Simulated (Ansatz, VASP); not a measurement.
**One calculation of Te, two programs**

```
Te
1.0
     3.20005    0.00000    0.00000
     0.00000    3.20005    0.00000
     0.00000    0.00000    3.20005
Te
1
Direct
  0.00000 0.00000 0.00000
```

Alike in both runs: task single point; functional PBE; k mesh 11 × 11 × 11; occupations fermi-dirac, width 0.03 eV; no spin polarisation.

|  | VASP | Ansatz |
| --- | --- | --- |
| version | VASP 6.6.1 | Ansatz 0.2.0 |
| potentials or method | VASP PAW PBE potentials, release 64 (Te), cutoff 500 eV | all-electron LAPW, scalar-relativistic |

|  | VASP | Ansatz | Ansatz less VASP |
| --- | --- | --- | --- |
| pressure (GPa) | 0.0 | 0.0 | +0.05 |

Ansatz ran all-electron here, and VASP with PAW potentials.

Neither program's run includes spin-orbit coupling.
